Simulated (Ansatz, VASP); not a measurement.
## One calculation of Sn, two programs

Contents of INCAR:

```
PREC = Accurate
ENCUT = 520
EDIFF = 1E-6
ISMEAR = 0
SIGMA = 0.1
LREAL = F
LASPH = T
NELM = 80
ALGO = Fast
ISIF = 2
LWAVE = F
LCHARG = F
GGA = PE
NBANDS = 21
```

The input KPOINTS:

```
Automatic mesh
0
Gamma
  14 14 14
```

Contents of POSCAR:

```
Sn
1.0
   -2.9104156353      2.9104156353      1.7270702248
    2.9104156353     -2.9104156353      1.7270702248
    2.9104156353      2.9104156353     -1.7270702248
Sn
2
Direct
    0.7500000000      0.2500000000      0.5000000000
    0.0000000000      0.0000000000      0.0000000000
```

Input for Ansatz:

```yaml
crystal:
  lattice:
    - [-2.9104156353, 2.9104156353, 1.7270702248]
    - [2.9104156353, -2.9104156353, 1.7270702248]
    - [2.9104156353, 2.9104156353, -1.7270702248]
  atoms:
    - { symbol: Sn, position: [0.75, 0.25, 0.5] }
    - { symbol: Sn, position: [0.0, 0.0, 0.0] }
basis:
  ecutwfc: 420
kpoints:
  mp_grid: { grid: [14, 14, 14] }
hamiltonian:
  xc: pbe
scf:
  occupations: { method: gaussian, width: 0.1 }
output:
  forces: true
  stress: true
  eigenvalues: true
```

Alike in both runs: task single point; functional PBE; k mesh 14 × 14 × 14; occupations gaussian, width 0.1 eV; no spin polarisation.

|  | VASP | Ansatz |
| --- | --- | --- |
| version | VASP 6.6.1 | Ansatz 0.2.0 |
| potentials or method | VASP PAW PBE potentials, release 64 (Sn_d), cutoff 520 eV | scalar-relativistic, plane waves, PAW |
| valence electrons in the cell | 28 | 28 |

VASP gave:

| Quantity | Value |
| --- | --- |
| gap on the k mesh at the Fermi level (eV) | none |
| pressure (GPa) | -0.8 |
| traceless stress, the component that is largest in VASP (GPa) | -2.17 |

Task: Which values does Ansatz return?

Result: gap on the k mesh at the Fermi level (eV): none; pressure (GPa): -0.8; traceless stress, the component that is largest in VASP (GPa): -2.18.

A gap of «none» marks a metal or a gap that the smearing closes. With one functional, cell and mesh, what is left measures potentials, basis and numerics.
